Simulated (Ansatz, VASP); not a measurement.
# Two plane-wave programs on Fe

INCAR

```
PREC = Accurate ; ENCUT = 600
EDIFF = 1E-6 ; ISMEAR = -1
SIGMA = 0.2 ; LREAL = F
LASPH = T ; NELM = 200
ALGO = Normal ; ISIF = 2
LWAVE = F ; LCHARG = F
ISPIN = 2 ; MAGMOM = 3.5
LORBIT = 11 ; LMAXMIX = 4
GGA = RP ; NBANDS = 14
GGA_COMPAT = F
```

KPOINTS

```
Automatic mesh
0
Gamma
  11 11 11
```

Contents of POSCAR:

```
Fe
1.0
   -1.4168765945      1.4168765945      1.4168765945
    1.4168765945     -1.4168765945      1.4168765945
    1.4168765945      1.4168765945     -1.4168765945
Fe
1
Direct
    0.0000000000      0.0000000000      0.0000000000
```

Input for Ansatz:

```yaml
crystal:
  lattice:
    - [-1.41687659447704, 1.41687659447704, 1.41687659447704]
    - [1.41687659447704, -1.41687659447704, 1.41687659447704]
    - [1.41687659447704, 1.41687659447704, -1.41687659447704]
  atoms:
    - { symbol: Fe, position: [0.0, 0.0, 0.0], spin: 3.5 }
kpoints:
  mp_grid:
    grid: [11, 11, 11]
hamiltonian:
  xc: rpbe
  pseudopotentials:
    kind: nc
magnetization:
  spin_polarized: true
scf:
  n_extra_bands: 4
  occupations:
    method: fermi_dirac
    width: 0.2
```

Alike in both runs: task single point; functional RPBE; k mesh 11 × 11 × 11; occupations fermi-dirac, width 0.2 eV; collinear spin.

|  | VASP | Ansatz |
| --- | --- | --- |
| version | VASP 6.6.1 | Ansatz 0.2.0 |
| potentials or method | VASP PAW PBE potentials, release 64 (Fe) | plane waves, norm-conserving potentials |
| plane-wave cutoff (eV) | 600 | 1225 |
| valence electrons in the cell | 8 | 16 |

Ansatz gave:

```
gap on the k mesh at the Fermi level (eV)                     : none
net moment per atom (μB)                                      : 2.19
size of the moment on the site where the two differ most (μB) : 2.24
```

Question: Estimate VASP's values.

Answer: gap on the k mesh at the Fermi level (eV): none; net moment per atom (μB): 2.21; size of the moment on the site where the two differ most (μB): 2.21.

VASP's potentials were made for PBE, not for RPBE. Site moments also hang on the region over which each program counts them. A gap of «none» marks a metal or a gap that the smearing closes. VASP's potentials hold 8 valence electrons a cell and Ansatz's 16, so a difference there can come from the potentials and not from the codes. Ansatz's warnings: moment headroom below auto.
